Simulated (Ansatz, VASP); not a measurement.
**PbO2 in VASP and in Ansatz**

The input INCAR:

```
SYSTEM = PbO2
PREC = Accurate
ENCUT = 600
EDIFF = 1E-6
ISMEAR = 0
SIGMA = 0.1
LREAL = .FALSE.
LASPH = .TRUE.
NELM = 100
ALGO = Normal
ISIF = 3
LWAVE = .FALSE.
LCHARG = .FALSE.
GGA = PE
IBRION = 2
NSW = 80
EDIFFG = -0.05
```

The input KPOINTS:

```
regular mesh
0
G
  6 6 4
  0 0 0
```

Contents of POSCAR:

```
PbO2
1.0
    3.3993638990      0.0000000000      0.0000000000
    0.0000000000      3.3993638990      0.0000000000
    0.0000000000      0.0000000000      4.9591068345
Pb O
2 4
Direct
    0.0000000000      0.0000000000      0.0000000000
    0.5000000000      0.5000000000      0.5000000000
    0.0000000000      0.5000000000      0.3071893779
    0.0000000000      0.5000000000      0.8071893779
    0.5000000000      0.0000000000      0.6928106221
    0.5000000000      0.0000000000      0.1928106221
```

Input for Ansatz:

```yaml
crystal:
  lattice:
    - [3.399363899, 0.0, 0.0]
    - [0.0, 3.399363899, 0.0]
    - [0.0, 0.0, 4.9591068345]
  atoms:
    - { symbol: Pb, position: [0.0, 0.0, 0.0] }
    - { symbol: Pb, position: [0.5, 0.5, 0.5] }
    - { symbol: O, position: [0.0, 0.5, 0.3071893779] }
    - { symbol: O, position: [0.0, 0.5, 0.8071893779] }
    - { symbol: O, position: [0.5, 0.0, 0.6928106221] }
    - { symbol: O, position: [0.5, 0.0, 0.1928106221] }
basis:
  ecutwfc: 420
kpoints:
  mp_grid: { grid: [6, 6, 4] }
hamiltonian:
  xc: pbe
scf:
  occupations: { method: gaussian, width: 0.1 }
output:
  forces: true
  stress: true
  eigenvalues: true
relax:
  adjacent_minimum: "off"
  f_tol: 0.05
  max_steps: 60
  cell: { stress_tol: 0.5 }
```

Alike in both runs: task relaxation of cell and atoms; functional PBE; k mesh 6 × 6 × 4; occupations gaussian, width 0.1 eV; no spin polarisation.

|  | VASP | Ansatz |
| --- | --- | --- |
| version | VASP 6.6.1 | Ansatz 0.2.0 |
| potentials or method | VASP PAW PBE potentials, release 64 (Pb_d, O), cutoff 600 eV | scalar-relativistic, plane waves, PAW |
| valence electrons in the cell | 52 | 52 |

VASP gave:

- gap on the k mesh at the Fermi level, each at its own relaxed structure (eV): none
- relaxed volume (Å³/atom): 13.61
- relaxed cell length with the largest relative difference (Å): 5.694

Task: Estimate Ansatz's values.

Result: gap on the k mesh at the Fermi level, each at its own relaxed structure (eV): none; relaxed volume (Å³/atom): 13.70; relaxed cell length with the largest relative difference (Å): 5.753.

A gap of «none» marks a metal or a gap that the smearing closes.

Spin-orbit coupling is off throughout. Noted on VASP's run: the volume moved by over 15 % at a fixed basis, so the end points are rough.
